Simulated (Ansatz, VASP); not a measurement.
## Two plane-wave programs on KF

The input POSCAR:

```
KF
1.0
    0.0000000000      2.6182784824      2.6743553063
    2.6182784824      0.0000000000      2.6743553063
    2.6182784824      2.6182784824      0.0000000000
K F
1 1
Direct
    0.0000000000      0.0000000000      0.0000000000
    0.5000000000      0.5000000000      0.5000000000
```

Contents of INCAR.step1:

```
SYSTEM = KF
ALGO = Normal
EDIFF = 1E-5
ENCUT = 520
GGA = PE
GGA_COMPAT = .False.
ISIF = 2
ISMEAR = 0
LASPH = .True.
LREAL = .False.
LWAVE = .True.
NBANDS = 15
NELM = 120
PREC = Accurate
SIGMA = 0.01
```

The input INCAR.step2:

```
SYSTEM = KF
ALGO = Normal
EDIFF = 1E-6
ENCUT = 520
GGA = PE
GGA_COMPAT = .False.
HFSCREEN = 0.2079
ISIF = 2
ISMEAR = 0
ISTART = 1
LASPH = .True.
LCHARG = .True.
LELF = .True.
LHFCALC = .True.
LREAL = .False.
LVHAR = .True.
LWAVE = .False.
NBANDS = 15
NELM = 120
PREC = Accurate
PRECFOCK = Normal
SIGMA = 0.01
```

Contents of KPOINTS:

```
k-points
0
Gamma
  6 6 6
  0 0 0
```

Input for Ansatz:

```yaml
crystal:
  lattice:
    - [0.0, 2.6182784824, 2.6743553063]
    - [2.6182784824, 0.0, 2.6743553063]
    - [2.6182784824, 2.6182784824, 0.0]
  atoms:
    - { symbol: K, position: [0.0, 0.0, 0.0] }
    - { symbol: F, position: [0.5, 0.5, 0.5] }
kpoints:
  mp_grid: { grid: [6, 6, 6] }
  band_path:
    path:
      - [0.0, 0.0, 0.0]
      - [0.5, 0.0, 0.5]
      - [0.625, 0.25, 0.625]
      - [0.375, 0.375, 0.75]
      - [0.5, 0.5, 0.5]
      - [0.5, 0.25, 0.75]
    npoints: 1
hamiltonian:
  xc: hse06
scf:
  occupations: { method: fixed }
  n_extra_bands: 4
output:
  forces: true
  stress: true
  eigenvalues: true
```

Change from the starting cell: epitaxial_xy strain -1.5%.

Alike in both runs: task single point; functional HSE06; k mesh 6 × 6 × 6; no spin polarisation.

```csv
,VASP,Ansatz
version,VASP 6.6.1,Ansatz 0.2.0
potentials or method,"VASP PAW PBE potentials, release 64 (K_sv, F)","plane waves, PAW"
plane-wave cutoff (eV),520,420
occupations,"gaussian, width 0.01 eV",fixed
valence electrons in the cell,16,16
```

|  | VASP | Ansatz | Ansatz less VASP |
| --- | --- | --- | --- |
| gap on the k mesh at the Fermi level (eV) | 8.38 | 8.40 | +0.020 |
| pressure (GPa) | 2.1 | 2.0 | -0.14 |
| traceless stress, the component that is largest in VASP (GPa) | -0.97 | -0.93 | +0.044 |

Ansatz's warnings: stress exchange threshold loose, stress scf threshold loose.
